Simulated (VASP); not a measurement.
# Rb (Im-3m) in VASP: further runs

Runs on Rb. Level: LDA. Tasks: single point.

Program: VASP 6.6.1. These are calculated values, not measurements. Logs are shortened: lines on timing, memory, paths and dates and some standing lists are left out, and cuts for length are marked.

## Step 1: The cell of the first run

It takes space group Im-3m (No. 229, cubic). Conventional cell: a = 5.372 Å, b = 5.372 Å, c = 5.372 Å, α = 90.00°, β = 90.00°, γ = 90.00°.

## Step 2: Single point, LDA

Contents of INCAR:

```
SYSTEM = Rb
ALGO     = Normal         ! electronic algorithm
EDIFF    = 1E-6           ! SCF threshold, eV
ENCUT    = 520            ! plane-wave cutoff, eV
GGA      = CA             ! functional
ISIF     = 2              ! what is computed and relaxed
ISMEAR   = 0              ! smearing method
LASPH    = .TRUE.         ! aspherical terms in the spheres
LCHARG   = .FALSE.        ! write CHGCAR
LREAL    = .FALSE.        ! projectors in reciprocal space
LWAVE    = .FALSE.        ! write WAVECAR
NBANDS   = 10             ! bands
NELM     = 80             ! most SCF steps
PREC     = Accurate       ! precision mode
SIGMA    = 0.2            ! smearing width, eV
```

Contents of KPOINTS:

```
k-points
0
G
  8 8 8
  0 0 0
```

Contents of POSCAR:

```
Rb
1.0
   -2.6859640533      2.6859640533      2.6859640533
    2.6859640533     -2.6859640533      2.6859640533
    2.6859640533      2.6859640533     -2.6859640533
Rb
1
Direct
    0.0000000000      0.0000000000      0.0000000000
```

Potentials or basis: VASP PAW LDA potentials, release 64 (Rb_sv).

On the command line:

```console
$ cat potpaw_LDA.64/Rb_sv/POTCAR > POTCAR
$ mpirun -np 1 vasp_std > vasp.out
```

OUTCAR:

```text
SYSTEM = Rb
   EDIFF = 1E-6
   ENCUT = 520
   GGA = CA
   ISIF = 2
   ISMEAR = 0
   LASPH = .TRUE.
   LREAL = .FALSE.
   NELM = 80
   PREC = Accurate

 ion  position               nearest neighbor table
   1  0.000  0.000  0.000-

  LATTYP: Found a body centered cubic cell.
 ALAT       =     5.3719281066

  Lattice vectors:

 A1 = (  -2.6859640533,   2.6859640533,   2.6859640533)
 A2 = (   2.6859640533,  -2.6859640533,   2.6859640533)
 A3 = (   2.6859640533,   2.6859640533,  -2.6859640533)

Analysis of symmetry for initial positions (statically):
=====================================================================
 Subroutine PRICEL returns:
 Original cell was already a primitive cell.

 Routine SETGRP: Setting up the symmetry group for a
 body centered cubic supercell.

 Subroutine GETGRP returns: Found 48 space group operations
 (whereof 48 operations were pure point group operations)
 out of a pool of 48 trial point group operations.

The static configuration has the point symmetry O_h .

Analysis of symmetry for dynamics (positions and initial velocities):
=====================================================================
 Subroutine PRICEL returns:
 Original cell was already a primitive cell.

 Routine SETGRP: Setting up the symmetry group for a
 body centered cubic supercell.

 Subroutine GETGRP returns: Found 48 space group operations
 (whereof 48 operations were pure point group operations)
 out of a pool of 48 trial point group operations.

The dynamic configuration has the point symmetry O_h .

 Subroutine INISYM returns: Found 48 space group operations
 (whereof 48 operations are pure point group operations),
 and found     1 'primitive' translations

----------------------------------------------------------------------------------------

                                     Primitive cell

  volume of cell :      77.5105

  direct lattice vectors                    reciprocal lattice vectors
    -2.685964053  2.685964053  2.685964053     0.000000000  0.186152901  0.186152901
     2.685964053 -2.685964053  2.685964053     0.186152901  0.000000000  0.186152901
     2.685964053  2.685964053 -2.685964053     0.186152901  0.186152901  0.000000000

  length of vectors
     4.652226208  4.652226208  4.652226208     0.263259957  0.263259957  0.263259957

[... 75 lines left out ...]
   LASPH  =      T    aspherical Exc in radial PAW
   ENCUT  =  520.0 eV  38.22 Ry    6.18 a.u.   8.65  8.65  8.65*2*pi/ulx,y,z
   NELM   =     80;   NELMIN=  2; NELMDL= -5     # of ELM steps
   EDIFF  = 0.1E-05   stopping-criterion for ELM
   LREAL  =      F    real-space projection
   EDIFFG = 0.1E-04   stopping-criterion for IOM
   NSW    =      0    number of steps for IOM
   IBRION =     -1    ionic relax: 0-MD 1-quasi-New 2-CG
   NFREE  =      0    steps in history (QN), initial steepest desc. (CG)
   ISIF   =      2    stress and relaxation
   ISYM   =      2    0-nonsym 1-usesym 2-fastsym
   POTIM  = 0.5000    time-step for ionic-motion
   TEBEG  =    0.0;   TEEND  =   0.0 temperature during run
   PSTRESS=    0.0 pullay stress
   NELECT =       9.0000    total number of electrons
   NUPDOWN=      -1.0000    fix difference up-down
   EMIN   =  10.00;   EMAX   =-10.00  energy-range for DOS
   EFERMI =   0.00;   METHOD = LEGACY
   ISMEAR =     0;   SIGMA  =   0.20  broadening in eV -4-tet -1-fermi 0-gaus
   EFERMI_NEDOS =   21; number of points for ismear=-14 and -15
   IALGO  =     38    algorithm
   IMIX   =      4    mixing-type and parameters
     AMIX     =   0.40;   BMIX     =  1.00
     AMIX_MAG =   1.60;   BMIX_MAG =  1.00
  volume/ion in A,a.u.               =      77.51       523.07
  Fermi-wavevector in a.u.,A,eV,Ry     =   0.798673  1.509272  8.678857  0.637878
  Thomas-Fermi vector in A             =   1.905629
   LORBIT       =      0    0 simple, 1 ext, 2 COOP (PROOUT), +10 PAW based schemes
   GGA     = CA    functional components
   LHFCALC =     F    Hartree Fock is set to
   AEXX    =    0.0000 exact exchange contribution
   IVDW    =     0    specifies the selected vdW correction
   LEPSILON=     F    determine dielectric tensor
   LRPA    =     F    only Hartree local field effects (RPA)
 non-spin polarized calculation
 Gauss-broadening in eV      SIGMA  =   0.20
  energy-cutoff  :      520.00
  volume of cell :       77.51
 maximum number of plane-waves:      2112
   NGX = 17   NGY = 17   NGZ = 17

 number of electron       9.0000000 magnetization

 Free energy of the ion-electron system (eV)
  ---------------------------------------------------
  ext. energy  EPLUGINS =         0.00000000
  ---------------------------------------------------
  free energy    TOTEN  =        -1.06581599 eV

  energy without entropy =       -1.04334786  energy(sigma->0) =       -1.05458193

 E-fermi :   0.1702     XC(G=0):  -6.1024

 val. band max:        0.1595805572   @ k =   0.2500   0.2500   0.0000
 cond. band min:       0.2289340146   @ k =   0.3750   0.1250   0.0000
 fundamental gap:      0.0693534573
 Fermi energy:         0.1702336363

 k-point     1 :       0.0000    0.0000    0.0000
  band No.  band energies     occupation
      1     -28.5525      2.00000
      2     -12.6308      2.00000
      3     -12.6308      2.00000
      4     -12.6308      2.00000
      5      -2.0405      2.00000
      6       3.8835      0.00000
      7       3.8835      0.00000
      8       3.8835      0.00000
      9       4.9834      0.00000
     10       4.9834      0.00000
[... 287 lines left out ...]
 k-point    24 :      -0.3750    0.3750    0.2500
  band No.  band energies     occupation
      1     -28.5407      2.00000
      2     -12.7575      2.00000
      3     -12.7099      2.00000
      4     -12.6937      2.00000
      5       0.3021      0.35107
      6       1.8478      0.00000
      7       3.2584      0.00000
      8       3.2757      0.00000
      9       4.4300      0.00000
     10       5.5987      0.00000

 [... further k-points ...]
[... 5 lines left out ...]
  --------------------------------------------------------------------------------------
  -------------------------------------------------------------------------------------
  Total        0.0059207      0.0059207      0.0059207      0.0000000      0.0000000     -0.0000000
  in kB        0.1223834      0.1223834      0.1223834      0.0000000      0.0000000     -0.0000000
  external PRESSURE =       0.1223834 kB  Pullay stress =       0.0000000 kB

 VOLUME and BASIS-vectors are now :
 -----------------------------------------------------------------------------
  energy-cutoff  :      520.00
  volume of cell :       77.51
      direct lattice vectors                 reciprocal lattice vectors
    -2.685964053  2.685964053  2.685964053     0.000000000  0.186152901  0.186152901
     2.685964053 -2.685964053  2.685964053     0.186152901  0.000000000  0.186152901
     2.685964053  2.685964053 -2.685964053     0.186152901  0.186152901  0.000000000

 POSITION                                       TOTAL-FORCE (eV/Angst)
 -----------------------------------------------------------------------------------
      0.00000      0.00000      0.00000         0.000000      0.000000      0.000000
 -----------------------------------------------------------------------------------
    total drift:                               -0.000000      0.000000      0.000000

  FREE ENERGIE OF THE ION-ELECTRON SYSTEM (eV)
  ---------------------------------------------------
  free  energy   TOTEN  =        -1.0658159893 eV

  energy  without entropy=       -1.0433478620  energy(sigma->0) =       -1.05458193
```

Wall time 12 s (1 thread of Intel Xeon 6975P-C, shared host); peak memory 0.17 GiB.

Results:

```
Free energy : -1.0658 eV
Pressure    : 0.0 GPa
```

## Step 3: Single point, LDA

Contents of INCAR:

```
PREC = Accurate
ENCUT = 520
EDIFF = 1E-6
ISMEAR = 0
SIGMA = 0.3
LREAL = False
LASPH = True
NELM = 80
ALGO = Normal
ISIF = 2
LWAVE = False
LCHARG = False
GGA = CA
NBANDS = 10
```

Contents of KPOINTS:

```
Automatic mesh
0
Gamma
  8 8 8
```

POSCAR is that of step 2.

Potentials or basis: VASP PAW LDA potentials, release 64 (Rb_sv).

On the command line:

```console
$ cat potpaw_LDA.64/Rb_sv/POTCAR > POTCAR
$ mpirun -np 1 vasp_std > vasp.out
```

It took 15 s on 1 thread of Intel Xeon 6975P-C, shared host; peak memory 0.17 GiB.

The run converged. Its results:

* Free energy: -1.0786 eV
* Pressure: 0.0 GPa

Levels at points of the mesh, in eV from the Fermi level:
```csv
k point,band 1,band 2,band 3,band 4,band 5,band 6,band 7,band 8,band 9
"(0.00, 0.00, 0.00)",-28.71,-12.79,-12.79,-12.79,-2.20,3.73,3.73,3.73,4.83
"(0.50, 0.00, 0.00)",-28.70,-12.96,-12.84,-12.79,0.16,0.98,2.55,4.50,5.48
"(0.50, 0.50, 0.50)",-28.69,-12.91,-12.91,-12.91,1.16,1.16,3.70,3.70,3.70
```

(Continued in part 2 of 2.)
